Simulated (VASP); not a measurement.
# TiSi16 (a cell with a defect) in VASP: a series of runs, part 2 of 2

VASP 6.6.1. The steps go on from the part before.

**3. Single point, PBE+D3(BJ)**

INCAR

```
PREC = Accurate
ENCUT = 520
EDIFF = 1E-7
ISMEAR = -1
SIGMA = 0.02
LREAL = Auto
LASPH = T
NELM = 100
ALGO = Normal
ISIF = 2
LWAVE = F
LCHARG = T
GGA = PE
IVDW = 12
LELF = T
LVHAR = T
NBANDS = 52
```

KPOINTS

```
regular mesh
0
Gamma
  2 2 2
```

POSCAR

```
TiSi16
1.0
    0.0000000000      5.4300000000      5.4300000000
    5.4300000000      0.0000000000      5.4300000000
    5.4300000000      5.4300000000      0.0000000000
Si Ti
16 1
Direct
    0.0062587477     -0.0352817680      0.0193121547
    0.1464152855      0.1145556169      0.1251462247
    0.0055889503     -0.0013882136      0.4978438306
    0.1207355433      0.1089453039      0.6461047882
    0.0062269797      0.5103989871      0.0193098527
    0.1025192449      0.6065523941      0.1850297422
   -0.0213498158      0.4827888582      0.5564210866
    0.1207305709      0.6248692449      0.6461073665
    0.5106098527      0.0148938306     -0.0397584715
    0.6104405157      0.1146123389      0.1249325967
    0.4944640884     -0.0013239411      0.4976476980
    0.6349015654      0.1391380295      0.5874621547
    0.4606305709      0.5104725599      0.0190519337
    0.6104173112      0.6506558011      0.1249331492
    0.4944587477      0.5098541436      0.4976495396
    0.6048661142      0.6249441989      0.6458845304
    0.8355303867      0.3396362799     -0.0141596685
```

Potentials or basis: VASP PAW PBE potentials, release 64 (Si, Ti_sv).

The run is started by

```console
cat potpaw_PBE.64/Si/POTCAR potpaw_PBE.64/Ti_sv/POTCAR > POTCAR
mpirun -np 1 vasp_std > vasp.out
```

OUTCAR:

```text
PREC = Accurate
   ENCUT = 520
   EDIFF = 1E-7
   ISMEAR = -1
   LREAL = Auto
   LASPH = T
   NELM = 100
   ISIF = 2
   GGA = PE
   IVDW = 12
 IVDW          = 12

 ion  position               nearest neighbor table
   1  0.006  0.965  0.019-   6 2.27   4 2.34  17 2.43   2 2.49  10 2.49
   2  0.146  0.115  0.125-   9 2.30   3 2.34   1 2.49   5 2.49  17 2.53
   3  0.006  0.999  0.498-  12 2.34   2 2.34   4 2.35   8 2.35
   4  0.121  0.109  0.646-   1 2.34   3 2.35  11 2.35   7 2.36
[... 652 lines left out ...]
  Total       2.86665     2.85618     2.86742    -1.14277     1.13874     1.13083
  in kB      14.34353    14.29113    14.34740    -5.71793     5.69776     5.65819
  external pressure =       14.33 kB  Pullay stress =        0.00 kB

 VOLUME and BASIS-vectors are now :
 -----------------------------------------------------------------------------
  energy-cutoff  :      520.00
  volume of cell :      320.21
      direct lattice vectors                 reciprocal lattice vectors
     0.000000000  5.430000000  5.430000000    -0.092081031  0.092081031  0.092081031
     5.430000000  0.000000000  5.430000000     0.092081031 -0.092081031  0.092081031
     5.430000000  5.430000000  0.000000000     0.092081031  0.092081031 -0.092081031

 POSITION                                       TOTAL-FORCE (eV/Angst)
 -----------------------------------------------------------------------------------
      5.34328      0.13885      5.27240         0.088649      0.115559     -0.114891
      1.30158      1.47458      1.41707         0.094206     -0.055451     -0.093073
      8.12575      2.73364      5.45281         0.090298      0.040647     -0.090101
      4.09992      4.16394      1.24717         0.024854      0.071659     -0.073359
      2.87632      0.13866      2.80528         0.114904      0.116165     -0.088627
      4.29829      1.56139      3.85026         0.080628      0.080595     -0.080726
[... 9 lines left out ...]
      6.90060      6.79158      6.67787         0.073226      0.023339     -0.073179
      7.19734      9.89004      6.38115        -1.139790     -1.129734      1.137412
 -----------------------------------------------------------------------------------
    total drift:                               -0.004829      0.022635     -0.002427

  FREE ENERGIE OF THE ION-ELECTRON SYSTEM (eV)
  ---------------------------------------------------
  free  energy   TOTEN  =       -97.0117389135 eV

  energy  without entropy=      -96.9951955344  energy(sigma->0) =      -97.00346722
```

OSZICAR:

```text
N       E                     dE             d eps       ncg     rms          rms(c)
DAV:   1     0.343944407254E+03    0.34394E+03   -0.30827E+04   840   0.127E+03
DAV:   2    -0.550891216865E+02   -0.39903E+03   -0.37899E+03   932   0.247E+02
DAV:   3    -0.916793038194E+02   -0.36590E+02   -0.35565E+02  1224   0.673E+01
DAV:   4    -0.942946674104E+02   -0.26154E+01   -0.25807E+01  1296   0.153E+01
DAV:   5    -0.943554968474E+02   -0.60829E-01   -0.60722E-01  1104   0.217E+00    0.184E+01
DAV:   6    -0.943518560248E+02    0.36408E-02   -0.21554E+01  1120   0.220E+01    0.180E+01
DAV:   7    -0.919573715079E+02    0.23945E+01   -0.31539E+01  1128   0.279E+01    0.970E+00
DAV:   8    -0.912477493296E+02    0.70962E+00   -0.19816E+00  1020   0.612E+00    0.262E+00
DAV:   9    -0.911744659667E+02    0.73283E-01   -0.41736E-01  1264   0.252E+00    0.701E-01
DAV:  10    -0.911733165148E+02    0.11495E-02   -0.32971E-02  1112   0.697E-01    0.453E-01
DAV:  11    -0.911749910837E+02   -0.16746E-02   -0.68366E-03   992   0.370E-01    0.245E-01
DAV:  12    -0.911747929157E+02    0.19817E-03   -0.23613E-03  1072   0.239E-01    0.764E-02
DAV:  13    -0.911748425109E+02   -0.49595E-04   -0.32205E-04  1104   0.729E-02    0.371E-02
DAV:  14    -0.911748537884E+02   -0.11277E-04   -0.54832E-05  1040   0.326E-02    0.100E-02
DAV:  15    -0.911748572026E+02   -0.34142E-05   -0.68955E-06   912   0.105E-02    0.293E-03
DAV:  16    -0.911748570109E+02    0.19169E-06   -0.41012E-07  1008   0.274E-03    0.157E-03
DAV:  17    -0.911748571120E+02   -0.10111E-06   -0.16933E-07   728   0.157E-03    0.544E-04
DAV:  18    -0.911748570883E+02    0.23648E-07   -0.22515E-08   512   0.699E-04
   1 F= -.97011739E+02 E0= -.97003467E+02  d E =-.165434E-01
```

stdout:

```text
POSCAR found type information on POSCAR SiTi
 POSCAR found :  2 types and      17 ions
 scaLAPACK will be used
 LDA part: xc-table for (Slater+PW92), standard interpolation
 POSCAR, INCAR and KPOINTS ok, starting setup
 FFT: planning ... GRIDC
 FFT: planning ... GRID_SOFT
 FFT: planning ... GRID
 WAVECAR not read
 entering main loop
```

Wall time 5.1 min (1 thread of AMD EPYC 9R45 (Zen 5), shared host); peak memory 0.47 GiB.

Results:

* Free energy: -97.0117 eV
* Pressure: 1.4 GPa
* Largest force: 1.967 eV/Å
* Band gap on the k mesh: zero (band 38 reaches 6.95 eV, above the bottom of band 39 at 6.62 eV)
* Dispersion energy per atom: -0.343 eV

Forces in eV/Å, atoms in the order of the input:
```
Si   0.089  0.116 -0.115
Si   0.094 -0.055 -0.093
Si   0.090  0.041 -0.090
Si   0.025  0.072 -0.073
Si   0.115  0.116 -0.089
Si   0.081  0.081 -0.081
Si   0.018  0.016 -0.018
Si   0.074  0.071 -0.025
Si   0.082  0.084 -0.083
Si   0.094  0.093  0.055
Si   0.090  0.091 -0.042
Si   0.114  0.113 -0.113
Si   0.115  0.087 -0.115
Si  -0.055  0.093 -0.094
Si   0.042  0.090 -0.089
Si   0.073  0.023 -0.073
Ti  -1.140 -1.130  1.137
```

Levels at points of the mesh, in eV from the Fermi level:
| k point | band 35 | band 36 | band 37 | band 38 | band 39 | band 40 | band 41 | band 42 |
| --- | --- | --- | --- | --- | --- | --- | --- | --- |
| (0.00, 0.00, 0.00) | -1.19 | -0.76 | -0.58 | -0.28 | -0.28 | -0.05 | -0.05 | 0.10 |
| (0.50, 0.00, 0.00) | -1.39 | -1.31 | -0.36 | -0.01 | 0.14 | 0.60 | 0.61 | 0.75 |
| (0.00, 0.50, 0.00) | -1.39 | -1.31 | -0.36 | -0.01 | 0.14 | 0.60 | 0.61 | 0.74 |
| (0.00, 0.00, 0.50) | -1.36 | -1.36 | -0.23 | -0.23 | -0.20 | 0.70 | 0.70 | 0.72 |
| (0.50, 0.50, 0.50) | -1.39 | -1.31 | -0.36 | -0.01 | 0.14 | 0.60 | 0.61 | 0.74 |
| (0.50, 0.50, 0.00) | -1.87 | -1.80 | -0.26 | 0.05 | 0.29 | 0.64 | 0.89 | 1.01 |
| (0.00, 0.50, 0.50) | -1.87 | -1.80 | -0.26 | 0.05 | 0.29 | 0.64 | 0.89 | 1.01 |
| (0.50, 0.00, 0.50) | -1.87 | -1.80 | -0.26 | 0.05 | 0.29 | 0.64 | 0.89 | 1.01 |

Caveat: the k points lie up to 0.50 Å⁻¹ apart.
